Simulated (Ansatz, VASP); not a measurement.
**Two plane-wave programs on Ta2AlC2N**

```
Ta Al C N
1.0
     3.46102    0.00000    0.00000
     0.00000    3.84013    0.00000
     0.00000    0.00000    6.60834
Ta Al C N
2 1 2 1
Direct
  0.00000 0.00000 0.74705
  0.00000 0.00000 0.25295
  0.50000 0.50000 0.00000
  0.50000 0.00000 0.50000
  0.00000 0.50000 0.00000
  0.50000 0.50000 0.50000
```

Change from the starting cell: species swapped into the LiCa2NiN2 type (Pmmm, No. 47).

Alike in both runs: task single point; functional PBE; k mesh 6 × 4 × 4; occupations gaussian, width 0.1 eV; no spin polarisation.

|  | VASP | Ansatz |
| --- | --- | --- |
| version | VASP 6.6.1 | Ansatz 0.2.0 |
| potentials or method | VASP PAW PBE potentials, release 64 (Ta_pv, Al, C, N), cutoff 520 eV | scalar-relativistic, plane waves, PAW |
| valence electrons in the cell | 38 | 42 |

```csv
,VASP,Ansatz,Ansatz less VASP
gap on the k mesh at the Fermi level (eV),none,none,-
pressure (GPa),-21.5,-21.6,-0.09
"traceless stress, the component that is largest in VASP (GPa)",20.08,20.00,-0.075
rms of the force components (eV/Å),0.355,0.359,+0.0039
```

Atom by atom the forces differ by 0.004 eV/Å (rms over components). A gap of «none» marks a metal or a gap that the smearing closes. With one functional, cell and mesh, what is left measures potentials, basis and numerics. VASP's potentials hold 38 valence electrons a cell and Ansatz's 42, so a difference there can come from the potentials and not from the codes.

The k mesh is coarse, so the values compare programs but aren't converged. Neither program's run includes spin-orbit coupling.
